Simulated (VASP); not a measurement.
## Te2Mo: single point with PBE+D3(BJ)

The system is Te2Mo, a slab with vacuum.

```
CELL_PARAMETERS angstrom
3.31700 0.00000 0.00000
-1.65850 2.87261 0.00000
0.00000 0.00000 33.26988
ATOMIC_POSITIONS crystal
Te 0.33333 0.66667 0.44539
Te 0.33333 0.66667 0.55461
Mo 0.66667 0.33333 0.50000
```

```
Program             : VASP 6.6.1
Task                : single point
Functional          : PBE
Dispersion          : D3(BJ)
Potentials or basis : VASP PAW PBE potentials, release 64 (Te, Mo_sv)
Cutoff              : 520 eV
k mesh              : 9 × 9 × 1
Occupations         : gaussian, width 0.02 eV
Spin                : no spin polarisation
```

The largest force is 1.183 eV/Å and the band gap on the k mesh is 1.12 eV, indirect (least direct gap 1.61 eV). The dispersion energy per atom is -0.448 eV.

Forces in eV/Å, atoms in the order of the input:
```
Te   0.000  0.000 -1.183
Te   0.000  0.000  1.183
Mo   0.000  0.000  0.000
```

Levels at points of the mesh, in eV from the valence-band top:
| k point | band 11 | band 12 | band 13 | band 14 | band 15 | band 16 |
| --- | --- | --- | --- | --- | --- | --- |
| (0.00, 0.00, 0.00) | -1.21 | -0.80 | -0.80 | 3.82 | 3.82 | 3.91 |

Wall time 81 s on 1 thread of Intel(R) Xeon(R) 6975P-C (Granite Rapids), with other jobs on the host, peak memory 0.46 GiB.

Caveat: spin-orbit coupling is left out, which moves the levels of the heavy elements.
